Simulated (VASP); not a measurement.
Runs of VASP 6.6.1 on CaS. The structure is that of space group Fm-3m (No. 225), or close to it. The cells are those of the table. 

```tsv
task	level	potentials or basis	cell	k mesh	cutoff (eV)	smearing	gap on the mesh (eV)	pressure (GPa)	relaxed volume (Å³/atom)
single point	LDA	VASP PAW LDA potentials, release 64 (Ca_sv, S)	a = 4.028 Å, angles 60.0°, 2 atoms	8 × 8 × 8	500	gaussian 0.01 eV	2.14	-3.9	-
single point	PBE	VASP PAW PBE potentials, release 64 (Ca_sv, S)	a = 4.028 Å, angles 60.0°, 2 atoms	4 × 4 × 4	500	gaussian 0.01 eV	(a)	0.7	-
single point	PBE	VASP PAW PBE potentials, release 64 (Ca_sv, S)	a = 4.039 Å, angles 60.0°, 2 atoms	8 × 8 × 8	500	fermi-dirac 0.02 eV	2.38	0.1	-
relaxation of cell and atoms	PBEsol	VASP PAW PBE potentials, release 64 (Ca_sv, S)	relaxed from a = 4.039 Å, angles 60.0°, 2 atoms	8 × 8 × 8	500	fermi-dirac 0.02 eV	2.16	0.0	22.41
single point	PBE	VASP PAW PBE potentials, release 64 (Ca_sv, S)	a = 4.028 Å, angles 60.0°, 2 atoms	8 × 8 × 8	500	fermi-dirac 0.02 eV	2.36	0.6	-
single point	LDA	VASP PAW LDA potentials, release 64 (Ca_sv, S)	a = 3.935 Å, angles 60.0°, 2 atoms	8 × 8 × 8	500	fermi-dirac 0.02 eV	1.96	0.2	-
relaxation of cell and atoms	LDA	VASP PAW LDA potentials, release 64 (Ca_sv, S)	relaxed from a = 4.039 Å, angles 60.0°, 2 atoms	8 × 8 × 8	500	fermi-dirac 0.02 eV	(b)	0.0	21.61
single point	PBEsol	VASP PAW PBE potentials, release 64 (Ca_sv, S)	a = 3.983 Å, angles 60.0°, 2 atoms	8 × 8 × 8	500	fermi-dirac 0.02 eV	2.15	0.2	-
single point	r2SCAN	VASP PAW PBE potentials, release 64 (Ca_sv, S)	a = 4.028 Å, angles 60.0°, 2 atoms	8 × 8 × 8	550	gaussian 0.01 eV	2.80	0.3	-
relaxation of cell and atoms	r2SCAN	VASP PAW PBE potentials, release 64 (Ca_sv, S)	relaxed from a = 4.039 Å, angles 60.0°, 2 atoms	8 × 8 × 8	550	fermi-dirac 0.02 eV	2.82	0.0	23.21
single point	r2SCAN	VASP PAW PBE potentials, release 64 (Ca_sv, S)	a = 4.028 Å, angles 60.0°, 2 atoms	8 × 8 × 8	550	fermi-dirac 0.02 eV	2.80	0.3	-
relaxation of cell and atoms	PBE	VASP PAW PBE potentials, release 64 (Ca_sv, S)	relaxed from a = 4.034 Å, angles 60.0°, 2 atoms	8 × 8 × 8	500	fermi-dirac 0.02 eV	2.38	0.0	23.35
```

Alike in all rows: no spin polarisation.

Task: Estimate the missing entries.

Result: (a) 2.35; (b) 1.97.

Caveats: some runs use coarse meshes; the PAW data sets were made with another functional, which shifts forces and pressure a little (some runs).

A k mesh can miss the band edges.
